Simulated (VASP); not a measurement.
A run of VASP 6.6.1 is set up as follows.

INCAR

```
PREC = Accurate ; ENCUT = 500
EDIFF = 1E-6 ; ISMEAR = 0
SIGMA = 0.1 ; LREAL = False
LASPH = True ; NELM = 120
ALGO = Normal ; ISIF = 2
LWAVE = False ; LCHARG = False
GGA = PE ; NBANDS = 17
GGA_COMPAT = False
```

Contents of KPOINTS:

```
Automatic mesh
0
Gamma
  4 4 4
```

The input POSCAR:

```
Sr
1.0
   -3.7063582770      3.7063582770      2.0208764669
    3.7063582770     -3.7063582770      2.0208764669
    3.7063582770      3.7063582770     -2.0208764669
Sr
2
Direct
    1.4460000000      1.2410000000      1.3630000000
    0.6960000000      0.9910000000      0.8630000000
```

Potentials or basis: VASP PAW PBE potentials, release 64 (Sr_sv).

Launch:

```bash
$ cat potpaw_PBE.64/Sr_sv/POTCAR > POTCAR
$ mpirun -np 1 vasp_std > vasp.out
```

Problem. Estimate the pressure.

Solution. 0.5 GPa.

Problem. Predict the band gap on the k mesh.

Solution. Zero (bands 10 and 11 overlap by 0.31 eV).

Stress tensor (GPa, compression positive):
```
0.66 0.00 0.00
0.00 0.66 0.00
0.00 0.00 0.14
```

Caveat: the k points lie up to 0.44 Å⁻¹ apart.
